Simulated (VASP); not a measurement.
# Cu in VASP: notebook, part 2 of 2

VASP 6.6.1.

### 4 Single point, PBEsol

The input, INCAR:

```
SYSTEM = Cu
PREC = Accurate
ENCUT = 600
EDIFF = 1E-6
ISMEAR = -1
SIGMA = 0.1
LREAL = .False.
LASPH = .True.
NELM = 120
ALGO = Normal
ISIF = 2
LWAVE = .False.
LCHARG = .False.
GGA = PS
NBANDS = 42
GGA_COMPAT = .False.
```

The input, KPOINTS:

```
Automatic mesh
0
Gamma
  12 12 1
  0 0 0
```

The input, POSCAR:

```
Cu
1.0
    2.5036580000      0.0000000000      0.0000000000
   -1.2518290000      2.1682314304      0.0000000000
    0.0000000000      0.0000000000     24.5755890000
Cu
6
Direct
    0.0000000000      0.0000000000      0.3737640000
    0.0000000000      0.0000000000      0.6262360000
    0.6666666667      0.3333333333      0.2896140000
    0.3333333333      0.6666666667      0.7103860000
    0.3333333333      0.6666666667      0.4579910000
    0.6666666667      0.3333333333      0.5420090000
```

Potentials or basis: VASP PAW PBE potentials, release 64 (Cu).

Command:

```bash
cat potpaw_PBE.64/Cu/POTCAR > POTCAR
mpirun -np 1 vasp_std > vasp.out
```

OUTCAR:

```text
SYSTEM = Cu
   PREC = Accurate
   ENCUT = 600
   EDIFF = 1E-6
   ISMEAR = -1
   LREAL = .False.
   LASPH = .True.
   NELM = 120
   ISIF = 2
   GGA = PS

 ion  position               nearest neighbor table
   1  0.000  0.000  0.374-   3 2.52   3 2.52   3 2.52   5 2.52   5 2.52   5 2.52
   2  0.000  0.000  0.626-   4 2.52   4 2.52   4 2.52   6 2.52   6 2.52   6 2.52
   3  0.667  0.333  0.290-   1 2.52   1 2.52   1 2.52
   4  0.333  0.667  0.710-   2 2.52   2 2.52   2 2.52
   5  0.333  0.667  0.458-   6 2.52   6 2.52   6 2.52   1 2.52   1 2.52   1 2.52
   6  0.667  0.333  0.542-   5 2.52   5 2.52   5 2.52   2 2.52   2 2.52   2 2.52

  LATTYP: Found a hexagonal cell.
 ALAT       =     2.5036580000
 C/A-ratio  =     9.8158730146

  Lattice vectors:

 A1 = (   2.5036580000,   0.0000000000,   0.0000000000)
 A2 = (  -1.2518290000,   2.1682314304,   0.0000000000)
 A3 = (   0.0000000000,   0.0000000000,  24.5755890000)

Analysis of symmetry for initial positions (statically):
=====================================================================
 Subroutine PRICEL returns:
 Original cell was already a primitive cell.

 Routine SETGRP: Setting up the symmetry group for a
 hexagonal supercell.

 Subroutine GETGRP returns: Found 12 space group operations
 (whereof 12 operations were pure point group operations)
 out of a pool of 24 trial point group operations.

The static configuration has the point symmetry D_3d.

Analysis of symmetry for dynamics (positions and initial velocities):
=====================================================================
 Subroutine PRICEL returns:
 Original cell was already a primitive cell.

 Routine SETGRP: Setting up the symmetry group for a
 hexagonal supercell.

 Subroutine GETGRP returns: Found 12 space group operations
 (whereof 12 operations were pure point group operations)
 out of a pool of 24 trial point group operations.

The dynamic configuration has the point symmetry D_3d.

 Subroutine INISYM returns: Found 12 space group operations
 (whereof 12 operations are pure point group operations),
 and found     1 'primitive' translations

----------------------------------------------------------------------------------------

                                     Primitive cell

  volume of cell :     133.4088

  direct lattice vectors                    reciprocal lattice vectors
     2.503658000  0.000000000  0.000000000     0.399415575  0.230602690  0.000000000
    -1.251829000  2.168231430  0.000000000     0.000000000  0.461205380  0.000000000
     0.000000000  0.000000000 24.575589000     0.000000000  0.000000000  0.040690785

  length of vectors
     2.503658000  2.503658000 24.575589000     0.461205380  0.461205380  0.040690785

  position of ions in fractional coordinates (direct lattice)
     0.000000000  0.000000000  0.373764000
     0.000000000  0.000000000  0.626236000
     0.666666667  0.333333333  0.289614000
     0.333333333  0.666666667  0.710386000
     0.333333333  0.666666667  0.457991000
     0.666666667  0.333333333  0.542009000

[... 28 lines left out ...]
     0.000000000  0.000000000  0.000000000

 Subroutine IBZKPT returns following result:
 ===========================================

 Found     19 irreducible k-points:

 Following reciprocal coordinates:
            Coordinates               Weight
  0.000000  0.000000  0.000000      1.000000
  0.083333  0.000000  0.000000      6.000000
  0.166667  0.000000  0.000000      6.000000
  0.250000 -0.000000  0.000000      6.000000
  0.333333  0.000000  0.000000      6.000000
  0.416667  0.000000  0.000000      6.000000
[... 11 lines left out ...]
  0.333333  0.250000  0.000000     12.000000
  0.333333  0.333333  0.000000      2.000000
   k-points           NKPTS =     19   k-points in BZ     NKDIM =     19   number of bands    NBANDS=     42
   number of dos      NEDOS =    301   number of ions     NIONS =      6
   total plane-waves  NPLWV =  78400
   dimension x,y,z NGX =    20 NGY =   20 NGZ =  196
   dimension x,y,z NGXF=    40 NGYF=   40 NGZF=  392
   ions per type =               6
   NGX,Y,Z   is equivalent  to a cutoff of  13.28, 13.28, 13.26 a.u.
   NGXF,Y,Z  is equivalent  to a cutoff of  26.56, 26.56, 26.52 a.u.
 SYSTEM =  Cu
   PREC   = accura    normal or accurate (medium, high low for compatibility)
   ISTART =      0    job   : 0-new  1-cont  2-samecut
   ICHARG =      2    charge: 1-file 2-atom 10-const
   ISPIN  =      1    spin polarized calculation?
   LNONCOLLINEAR =      F non collinear calculations
   LSORBIT =      F    spin-orbit coupling
   LASPH  =      T    aspherical Exc in radial PAW
   ENCUT  =  600.0 eV  44.10 Ry    6.64 a.u.   5.00  5.00 49.08*2*pi/ulx,y,z
   NELM   =    120;   NELMIN=  2; NELMDL= -5     # of ELM steps
   EDIFF  = 0.1E-05   stopping-criterion for ELM
   LREAL  =      F    real-space projection
   EDIFFG = 0.1E-04   stopping-criterion for IOM
   NSW    =      0    number of steps for IOM
   IBRION =     -1    ionic relax: 0-MD 1-quasi-New 2-CG
   NFREE  =      0    steps in history (QN), initial steepest desc. (CG)
   ISIF   =      2    stress and relaxation
   ISYM   =      2    0-nonsym 1-usesym 2-fastsym
   POTIM  = 0.5000    time-step for ionic-motion
   TEBEG  =    0.0;   TEEND  =   0.0 temperature during run
   PSTRESS=    0.0 pullay stress
   NELECT =      66.0000    total number of electrons
   NUPDOWN=      -1.0000    fix difference up-down
   EMIN   =  10.00;   EMAX   =-10.00  energy-range for DOS
   EFERMI =   0.00;   METHOD = LEGACY
   ISMEAR =    -1;   SIGMA  =   0.10  broadening in eV -4-tet -1-fermi 0-gaus
   EFERMI_NEDOS =   21; number of points for ismear=-14 and -15
   IALGO  =     38    algorithm
   IMIX   =      4    mixing-type and parameters
     AMIX     =   0.40;   BMIX     =  1.00
     AMIX_MAG =   1.60;   BMIX_MAG =  1.00
  volume/ion in A,a.u.               =      22.23       150.05
  Fermi-wavevector in a.u.,A,eV,Ry     =   1.294776  2.446772 22.809415  1.676445
  Thomas-Fermi vector in A             =   2.426337
   LORBIT       =      0    0 simple, 1 ext, 2 COOP (PROOUT), +10 PAW based schemes
   GGA     = PS    functional components
   LHFCALC =     F    Hartree Fock is set to
   AEXX    =    0.0000 exact exchange contribution
   IVDW    =     0    specifies the selected vdW correction
   LEPSILON=     F    determine dielectric tensor
   LRPA    =     F    only Hartree local field effects (RPA)
 non-spin polarized calculation
  energy-cutoff  :      600.00
  volume of cell :      133.41
 maximum number of plane-waves:      4509
 NGX is ok and might be reduce to    20
   NGX =  9   NGY =  9   NGZ = 99

 number of electron      65.9999998 magnetization

 Free energy of the ion-electron system (eV)
  ---------------------------------------------------
  ext. energy  EPLUGINS =         0.00000000
  ---------------------------------------------------
  free energy    TOTEN  =       -24.76529531 eV

  energy without entropy =      -24.68670515  energy(sigma->0) =      -24.72600023

 E-fermi :   1.6951     XC(G=0):  -7.4129

 val. band max:        1.5195479939   @ k =   0.2500  -0.0000   0.0000
 cond. band min:       1.7233292553   @ k =   0.3333   0.1667   0.0000
 fundamental gap:      0.2037812614
 Fermi energy:         1.6951107470

 k-point     1 :       0.0000    0.0000    0.0000
  band No.  band energies     occupation
      1      -7.8857      2.00000
      2      -7.2403      2.00000
      3      -6.2226      2.00000
      4      -5.0239      2.00000
      5      -4.0943      2.00000
      6      -3.7692      2.00000
[... 844 lines left out ...]
     41       8.2159      0.00000
     42       8.2159      0.00000

------------------------ aborting loop because EDIFF is reached ----------------------------------------

  FORCE on cell =-STRESS in cart. coord.  units (eV):
  Direction    XX          YY          ZZ          XY          YZ          ZX
  --------------------------------------------------------------------------------------
  -------------------------------------------------------------------------------------
  Total       -0.1358842     -0.1358842     -0.5010145     -0.0000000      0.0000000      0.0000000
  in kB       -1.6319059     -1.6319059     -6.0169487     -0.0000000      0.0000000      0.0000000
  external PRESSURE =      -3.0935868 kB  Pullay stress =       0.0000000 kB

 VOLUME and BASIS-vectors are now :
 -----------------------------------------------------------------------------
  energy-cutoff  :      600.00
  volume of cell :      133.41
      direct lattice vectors                 reciprocal lattice vectors
     2.503658000  0.000000000  0.000000000     0.399415575  0.230602690  0.000000000
    -1.251829000  2.168231430  0.000000000     0.000000000  0.461205380  0.000000000
     0.000000000  0.000000000 24.575589000     0.000000000  0.000000000  0.040690785

 POSITION                                       TOTAL-FORCE (eV/Angst)
 -----------------------------------------------------------------------------------
      0.00000      0.00000      9.18547        -0.000000     -0.000000     -0.013628
      0.00000      0.00000     15.39012         0.000000      0.000000      0.013628
      1.25183      0.72274      7.11743        -0.000000      0.000000      0.062214
     -0.00000      1.44549     17.45815         0.000000      0.000000     -0.062214
     -0.00000      1.44549     11.25540         0.000000     -0.000000     -0.030837
      1.25183      0.72274     13.32019        -0.000000      0.000000      0.030837
 -----------------------------------------------------------------------------------
    total drift:                               -0.000000      0.000000      0.000000

  FREE ENERGIE OF THE ION-ELECTRON SYSTEM (eV)
  ---------------------------------------------------
  free  energy   TOTEN  =       -24.7652953129 eV

  energy  without entropy=      -24.6867051507  energy(sigma->0) =      -24.72600023
```

OSZICAR:

```text
N       E                     dE             d eps       ncg     rms          rms(c)
DAV:   1     0.612644005439E+03    0.61264E+03   -0.32246E+04  1596   0.257E+03
DAV:   2     0.442512034341E+02   -0.56839E+03   -0.54903E+03  1596   0.455E+02
DAV:   3    -0.283751509159E+02   -0.72626E+02   -0.67253E+02  1632   0.215E+02
DAV:   4    -0.309882129124E+02   -0.26131E+01   -0.25960E+01  1794   0.553E+01
[... 16 lines left out ...]
DAV:  21    -0.247652894727E+02   -0.18313E-04   -0.31122E-06  1444   0.327E-02    0.361E-03
DAV:  22    -0.247652919928E+02   -0.25201E-05   -0.80010E-07  1084   0.331E-02    0.812E-04
DAV:  23    -0.247652934481E+02   -0.14554E-05   -0.14542E-07   990   0.986E-03    0.621E-04
DAV:  24    -0.247652951967E+02   -0.17485E-05   -0.15008E-07  1006   0.857E-03    0.318E-04
DAV:  25    -0.247652953129E+02   -0.11619E-06   -0.54630E-08  1010   0.268E-03
   1 F= -.24765295E+02 E0= -.24726000E+02  d E =-.785902E-01
```

Wall time 2.8 min (1 thread of Intel Xeon Platinum 8559C (Emerald Rapids), shared host); peak memory 0.3 GiB.

Results:

* Free energy: -24.7653 eV
* Largest force: 0.062 eV/Å
* Band gap on the k mesh: zero (bands 33 and 34 overlap by 5.22 eV)

Forces on the atoms (eV/Å):
```
Cu   0.000  0.000 -0.014
Cu   0.000  0.000  0.014
Cu   0.000  0.000  0.062
Cu   0.000  0.000 -0.062
Cu   0.000  0.000 -0.031
Cu   0.000  0.000  0.031
```

Caveat: the PAW data sets were made with another functional, which shifts forces and pressure a little.

### 5 Overview

| level | potentials or basis | gap on the mesh (eV) | largest force (eV/Å) |
| --- | --- | --- | --- |
| BLYP | VASP PAW PBE potentials, release 64 (Cu) | none | 0.55 |
| LDA | VASP PAW LDA potentials, release 64 (Cu) | none | 0.28 |
| PBEsol | VASP PAW PBE potentials, release 64 (Cu) | none | 0.06 |

Alike in all rows: task single point; no spin polarisation; cell as given; k mesh 12 × 12 × 1; cutoff (eV) 600; smearing fermi-dirac 0.1 eV.

Caveats: the PAW data sets were made with another functional, which shifts forces and pressure a little (at least some runs).

Total energies depend on the potentials used, so only differences within one code and one set of settings carry meaning.
